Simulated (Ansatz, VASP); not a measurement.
## Two plane-wave programs on BaS

The input INCAR:

```
SYSTEM = BaS
ALGO = Normal
EDIFF = 1E-6
EDIFFG = -0.01
ENCUT = 600
GGA = PS
IBRION = 2
ISIF = 3
ISMEAR = 0
LASPH = .TRUE.
LCHARG = .FALSE.
LREAL = .FALSE.
LWAVE = .FALSE.
NELM = 80
NSW = 80
PREC = Accurate
SIGMA = 0.05
```

File KPOINTS:

```
k-points
0
G
  10 10 8
  0 0 0
```

POSCAR

```
BaS
1.0
    4.2331110366      0.0000000000      0.0000000000
   -2.1165555183      3.6659816947      0.0000000000
    0.0000000000      0.0000000000      4.1313066459
Ba S
1 1
Direct
    0.0000000000      0.0000000000      0.0000000000
    0.6666666667      0.3333333333      0.5000000000
```

Input for Ansatz:

```yaml
crystal:
  lattice:
    - [4.2331110366, 0.0, 0.0]
    - [-2.1165555183, 3.6659816947, 0.0]
    - [0.0, 0.0, 4.1313066459]
  atoms:
    - { symbol: Ba, position: [0.0, 0.0, 0.0] }
    - { symbol: S, position: [0.6666666667, 0.3333333333, 0.5] }
basis:
  ecutwfc: 420
  ecutrho_ratio: 4
kpoints:
  mp_grid: { grid: [10, 10, 8] }
hamiltonian:
  xc: pbesol
scf:
  occupations: { method: gaussian, width: 0.05 }
output:
  forces: true
  stress: true
  eigenvalues: true
relax:
  f_tol: 0.01
  max_steps: 60
  cell: { stress_tol: 0.04 }
```

Alike in both runs: task relaxation of cell and atoms; functional PBEsol; k mesh 10 × 10 × 8; occupations gaussian, width 0.05 eV; no spin polarisation.

|  | VASP | Ansatz |
| --- | --- | --- |
| version | VASP 6.6.1 | Ansatz 0.2.0 |
| potentials or method | VASP PAW PBE potentials, release 64 (Ba_sv, S), cutoff 600 eV | scalar-relativistic, plane waves, PAW |
| valence electrons in the cell | 16 | 16 |

Ansatz gave:

* gap on the k mesh at the Fermi level, each at its own relaxed structure (eV): 1.84
* relaxed volume (Å³/atom): 31.24
* relaxed length of the cell vector where the two differ most in proportion (Å): 3.916

Which values does VASP return?

gap on the k mesh at the Fermi level, each at its own relaxed structure (eV): 1.80; relaxed volume (Å³/atom): 31.79; relaxed length of the cell vector where the two differ most in proportion (Å): 3.940.

VASP's potentials were made for PBE, not for PBEsol.

Neither program's run includes spin-orbit coupling.
